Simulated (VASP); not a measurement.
# PbF2 (R-3m) in VASP: a series of runs, part 2 of 2

VASP 6.6.1.

## (3) Single point, PBE

This run uses another cell than the first one, of 18.01 Å³/atom.

The input, INCAR:

```
PREC = Accurate
ENCUT = 520
EDIFF = 1E-6
ISMEAR = 0
SIGMA = 0.05
LREAL = False
LASPH = True
NELM = 80
ALGO = Normal
ISIF = 2
LWAVE = False
LCHARG = False
GGA = PE
NBANDS = 21
```

The input, KPOINTS:

```
Automatic mesh
0
Gamma
  10 10 10
```

The input, POSCAR:

```
PbF2
1.0
    2.1210841894      1.2246085277      3.4660246807
   -2.1210841894      1.2246085277      3.4660246807
    0.0000000000     -2.4492170554      3.4660246807
Pb F
1 2
Direct
    0.0000000000      0.0000000000      0.0000000000
    0.2499510902      0.2499510902      0.2499510902
    0.7500489098      0.7500489098      0.7500489098
```

Potentials or basis: VASP PAW PBE potentials, release 64 (Pb_d, F).

Started as:

```
$ cat potpaw_PBE.64/Pb_d/POTCAR potpaw_PBE.64/F/POTCAR > POTCAR
$ mpirun -np 1 vasp_std > vasp.out
```

OUTCAR:

```text
PREC = Accurate
   ENCUT = 520
   EDIFF = 1E-6
   ISMEAR = 0
   LREAL = False
   LASPH = True
   NELM = 80
   ISIF = 2
   GGA = PE

 ion  position               nearest neighbor table
   1  0.000  0.000  0.000-   3 2.60   2 2.60   3 2.60   3 2.60   2 2.60   2 2.60   3 2.60   2 2.60

   2  0.250  0.250  0.250-   1 2.60   1 2.60   1 2.60   1 2.60
   3  0.750  0.750  0.750-   1 2.60   1 2.60   1 2.60   1 2.60

  LATTYP: Found a trigonal (rhomboedric) cell.
 ALAT       =     4.2440536368
 COS(alpha) =     0.5004441130

  Lattice vectors:

 A1 = (   2.1210841894,   1.2246085277,   3.4660246807)
 A2 = (  -2.1210841894,   1.2246085277,   3.4660246807)
 A3 = (   0.0000000000,  -2.4492170554,   3.4660246807)

Analysis of symmetry for initial positions (statically):
=====================================================================
 Subroutine PRICEL returns:
 Original cell was already a primitive cell.

 Routine SETGRP: Setting up the symmetry group for a
 trigonal (rhombohedral) supercell.

 Subroutine GETGRP returns: Found 12 space group operations
 (whereof 12 operations were pure point group operations)
 out of a pool of 12 trial point group operations.

The static configuration has the point symmetry D_3d.

Analysis of symmetry for dynamics (positions and initial velocities):
=====================================================================
 Subroutine PRICEL returns:
 Original cell was already a primitive cell.

 Routine SETGRP: Setting up the symmetry group for a
 trigonal (rhombohedral) supercell.

 Subroutine GETGRP returns: Found 12 space group operations
 (whereof 12 operations were pure point group operations)
 out of a pool of 12 trial point group operations.

The dynamic configuration has the point symmetry D_3d.

 Subroutine INISYM returns: Found 12 space group operations
 (whereof 12 operations are pure point group operations),
 and found     1 'primitive' translations
[... 107 lines left out ...]
   PSTRESS=    0.0 pullay stress
   NELECT =      28.0000    total number of electrons
   NUPDOWN=      -1.0000    fix difference up-down
   EMIN   =  10.00;   EMAX   =-10.00  energy-range for DOS
   EFERMI =   0.00;   METHOD = LEGACY
   ISMEAR =     0;   SIGMA  =   0.05  broadening in eV -4-tet -1-fermi 0-gaus
   EFERMI_NEDOS =   21; number of points for ismear=-14 and -15
   IALGO  =     38    algorithm
   IMIX   =      4    mixing-type and parameters
     AMIX     =   0.40;   BMIX     =  1.00
     AMIX_MAG =   1.60;   BMIX_MAG =  1.00
  volume/ion in A,a.u.               =      18.01       121.51
  Fermi-wavevector in a.u.,A,eV,Ry     =   1.315068  2.485118 23.529961  1.729403
  Thomas-Fermi vector in A             =   2.445276
   LORBIT       =      0    0 simple, 1 ext, 2 COOP (PROOUT), +10 PAW based schemes
   GGA     = PE    functional components
   LHFCALC =     F    Hartree Fock is set to
   AEXX    =    0.0000 exact exchange contribution
   IVDW    =     0    specifies the selected vdW correction
   LEPSILON=     F    determine dielectric tensor
   LRPA    =     F    only Hartree local field effects (RPA)
 non-spin polarized calculation
 Gauss-broadening in eV      SIGMA  =   0.05
  energy-cutoff  :      520.00
  volume of cell :       54.02
 maximum number of plane-waves:      1474
   NGX = 15   NGY = 15   NGZ = 15

 number of electron      28.0000030 magnetization

 Free energy of the ion-electron system (eV)
  ---------------------------------------------------
  ext. energy  EPLUGINS =         0.00000000
  ---------------------------------------------------
  free energy    TOTEN  =       -14.35101864 eV

  energy without entropy =      -14.35101864  energy(sigma->0) =      -14.35101864

 E-fermi :   1.6595     XC(G=0):  -9.2237

 val. band max:        1.4383529296   @ k =  -0.2000   0.5000   0.2000
 cond. band min:       5.8639188645   @ k =   0.5000   0.5000   0.0000
 fundamental gap:      4.4255659348
 Fermi energy:         1.6595042461

 k-point     1 :       0.0000    0.0000    0.0000
  band No.  band energies     occupation
      1     -19.3587      2.00000
      2     -18.8011      2.00000
      3     -12.9561      2.00000
      4     -12.9560      2.00000
      5     -12.9560      2.00000
      6     -12.9140      2.00000
[... 565 lines left out ...]
     20      17.2428      0.00000
     21      18.4396      0.00000

 [... further k-points ...]
[... 5 lines left out ...]
  --------------------------------------------------------------------------------------
  -------------------------------------------------------------------------------------
  Total       -0.0653302     -0.0653302     -0.0737523      0.0000000     -0.0000000     -0.0000000
  in kB       -1.9377009     -1.9377009     -2.1874994      0.0000000     -0.0000000     -0.0000000
  external PRESSURE =      -2.0209671 kB  Pullay stress =       0.0000000 kB

 VOLUME and BASIS-vectors are now :
 -----------------------------------------------------------------------------
  energy-cutoff  :      520.00
  volume of cell :       54.02
      direct lattice vectors                 reciprocal lattice vectors
     2.121084189  1.224608528  3.466024681     0.235728503  0.136097914  0.096171656
    -2.121084189  1.224608528  3.466024681    -0.235728503  0.136097914  0.096171656
     0.000000000 -2.449217055  3.466024681     0.000000000 -0.272195829  0.096171656

 POSITION                                       TOTAL-FORCE (eV/Angst)
 -----------------------------------------------------------------------------------
      0.00000      0.00000      0.00000         0.000000      0.000000      0.000000
      0.00000      0.00000      2.59901         0.000000     -0.000000      0.000418
      0.00000      0.00000      7.79906         0.000000      0.000000     -0.000418
 -----------------------------------------------------------------------------------
    total drift:                               -0.000000     -0.000000      0.000000

  FREE ENERGIE OF THE ION-ELECTRON SYSTEM (eV)
  ---------------------------------------------------
  free  energy   TOTEN  =       -14.3510186366 eV

  energy  without entropy=      -14.3510186366  energy(sigma->0) =      -14.35101864
```

stdout:

```text
POSCAR found type information on POSCAR PbF
 POSCAR found :  2 types and       3 ions
 scaLAPACK will be used
 LDA part: xc-table for (Slater+PW92), standard interpolation
 POSCAR, INCAR and KPOINTS ok, starting setup
 FFT: planning ... GRIDC
 FFT: planning ... GRID_SOFT
 FFT: planning ... GRID
 WAVECAR not read
 entering main loop
```

Run time: 2.7 min. Hardware: 1 thread of Oxide Virtual Turin-like, shared host; peak memory 0.22 GiB.

What came out:

| Quantity | Value |
| --- | --- |
| Free energy | -14.3510 eV |
| Pressure | -0.2 GPa |
| Band gap on the k mesh | 4.43 eV (least direct gap 4.56 eV) |

Caveat: spin-orbit coupling is left out, which moves the levels of the heavy elements. A k mesh can miss the band edges.

## (4) Single point, PBE

This run uses another cell than the first one, of 18.01 Å³/atom.

The input, INCAR:

```
SYSTEM = PbF2
PREC = Accurate
ENCUT = 520
EDIFF = 1E-7
ISMEAR = 0
SIGMA = 0.05
LREAL = .False.
LASPH = .True.
NELM = 80
ALGO = Normal
ISIF = 2
LWAVE = .False.
LCHARG = .False.
GGA = PE
NBANDS = 21
```

The input, KPOINTS:

```
regular mesh
0
Gamma
  10 10 10
  0 0 0
```

POSCAR is that of step 3.

Started as:

```
$ cat potpaw_PBE.64/Pb_d/POTCAR potpaw_PBE.64/F/POTCAR > POTCAR
$ mpirun -np 1 vasp_std > vasp.out
```

Run time: 2.4 min. Hardware: 1 thread of Oxide Virtual Turin-like, shared host; peak memory 0.22 GiB.

It converged, with:

| Property | Result |
| --- | --- |
| Free energy | -14.3510 eV |
| Pressure | -0.2 GPa |
| Band gap on the k mesh | 4.43 eV (least direct gap 4.56 eV) |

Levels at points of the mesh, in eV from the valence-band top:
```tsv
k point	band 10	band 11	band 12	band 13	band 14	band 15	band 16	band 17	band 18	band 19
(0.00, 0.00, 0.00)	-2.23	-2.23	-1.75	-1.75	-1.74	6.74	6.74	6.74	10.55	15.08
(0.50, 0.00, 0.00)	-2.41	-2.41	-1.92	-1.91	0.00	5.04	7.56	7.56	13.17	13.68
(0.50, 0.50, 0.00)	-3.24	-1.35	-1.35	-1.34	-0.14	4.43	7.77	7.77	9.05	14.05
(0.50, 0.50, 0.50)	-2.41	-2.41	-1.91	-1.91	0.00	5.03	7.56	7.56	13.17	13.69
```

Caveat: spin-orbit coupling is left out, which moves the levels of the heavy elements. A k mesh can miss the band edges.

## (5) Single point, PBE

This run uses another cell than the first one, of 18.01 Å³/atom.

The input, INCAR:

```
ALGO = Normal ; EDIFF = 1E-6
ENCUT = 520 ; GGA = PE
ISIF = 2 ; ISMEAR = 1
LASPH = True ; LCHARG = False
LREAL = False ; LWAVE = False
NBANDS = 21 ; NELM = 80
PREC = Accurate ; SIGMA = 0.05
```

The input, KPOINTS:

```
k-points
0
Gamma
  10 10 10
```

POSCAR is that of step 4.

Started as:

```
$ cat potpaw_PBE.64/Pb_d/POTCAR potpaw_PBE.64/F/POTCAR > POTCAR
$ mpirun -np 1 vasp_std > vasp.out
```

It took 2.4 min on 1 thread of Oxide Virtual Turin-like, shared host; peak memory 0.22 GiB.

Results (log left out):

```yaml
Free_energy: -14.3503 eV
Pressure: -0.2 GPa
Band_gap_on_the_k_mesh: 4.43 eV (least direct gap 4.56 eV)
```

Levels at points of the mesh, in eV from the valence-band top:
```tsv
k point	band 11	band 12	band 13	band 14	band 15	band 16	band 17	band 18
(0.00, 0.00, 0.00)	-2.23	-1.75	-1.75	-1.74	6.74	6.74	6.74	10.55
(0.50, 0.00, 0.00)	-2.41	-1.92	-1.91	0.00	5.04	7.56	7.56	13.17
(0.50, 0.50, 0.00)	-1.35	-1.35	-1.34	-0.14	4.43	7.77	7.77	9.04
(0.50, 0.50, 0.50)	-2.41	-1.91	-1.91	0.00	5.03	7.56	7.56	13.17
```

Caveat: spin-orbit coupling is left out, which moves the levels of the heavy elements. A k mesh can miss the band edges.

## (6) Overview

```csv
cell,smearing,gap on the mesh (eV),pressure (GPa)
"a = 4.216 Å, angles 60.0°, 3 atoms",gaussian 0.05 eV,4.43,1.2
"a = 4.244 Å, angles 60.0°, 3 atoms",gaussian 0.05 eV,4.43,-0.2
"a = 4.244 Å, angles 60.0°, 3 atoms",methfessel-paxton 0.05 eV,4.43,-0.2
```

Alike in all rows: task single point; level PBE; potentials or basis VASP PAW PBE potentials, release 64 (Pb_d, F); no spin polarisation; k mesh 10 × 10 × 10; cutoff (eV) 520.

Caveats: spin-orbit coupling is left out, which moves the levels of the heavy elements.

Total energies depend on the potentials used, so only differences within one code and one set of settings carry meaning.
